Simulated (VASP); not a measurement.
## Ga4Sb3P: single point with PBE

Ga4Sb3P:

```
P Ga Sb
1.0
    -2.98081    2.98081    5.94496
     2.98081   -2.98081    5.94496
     2.98081    2.98081   -5.94496
P Ga Sb
1 4 3
Cartesian
  0.0000 0.0000 0.0000
  1.6069 1.6069 4.5378
  -1.6069 1.6069 7.3521
  1.3739 1.3739 -1.4071
  1.6069 -1.6069 7.3521
  2.9808 0.0000 2.9725
  0.0000 0.0000 5.9450
  0.0000 2.9808 2.9725
```

- Program: VASP 6.6.1
- Task: single point
- Functional: PBE
- Potentials or basis: VASP PAW PBE potentials, release 64 (P, Ga_d, Sb)
- Cutoff: 520 eV
- k mesh: 6 × 6 × 6
- Occupations: fermi-dirac, width 0.02 eV
- Spin: no spin polarisation

```yaml
Pressure: 2.1 GPa
Largest_force: 0.048 eV/Å
Band_gap_on_the_k_mesh: 0.28 eV
```

Forces in eV/Å, atoms in the order of the input:
```
P    0.000  0.000  0.000
Ga   0.023  0.023  0.036
Ga  -0.023  0.023 -0.036
Ga  -0.023 -0.023  0.036
Ga   0.023 -0.023 -0.036
Sb   0.000  0.000  0.000
Sb   0.000  0.000  0.000
Sb   0.000  0.000  0.000
```

Levels at points of the mesh, in eV from the valence-band top:
| k point | band 33 | band 34 | band 35 | band 36 | band 37 | band 38 | band 39 | band 40 |
| --- | --- | --- | --- | --- | --- | --- | --- | --- |
| (0.00, 0.00, 0.00) | -2.54 | -0.01 | 0.00 | 0.00 | 0.28 | 1.02 | 1.35 | 2.98 |
| (0.50, 0.00, 0.00) | -2.14 | -2.05 | -1.54 | -0.99 | 2.36 | 2.38 | 2.73 | 2.85 |
| (0.50, 0.50, 0.00) | -1.16 | -0.89 | -0.87 | -0.76 | 0.43 | 0.83 | 1.91 | 2.54 |
| (0.50, 0.50, 0.50) | -1.79 | -1.79 | -1.37 | -1.37 | 1.11 | 1.11 | 1.19 | 1.22 |

It took 6.4 min on 1 thread of Intel(R) Xeon(R) Platinum 8559C (Emerald Rapids) (shared host), peak memory 0.54 GiB.

Caveat: spin-orbit coupling is left out, which moves the levels of the heavy elements. A k mesh can miss the band edges.
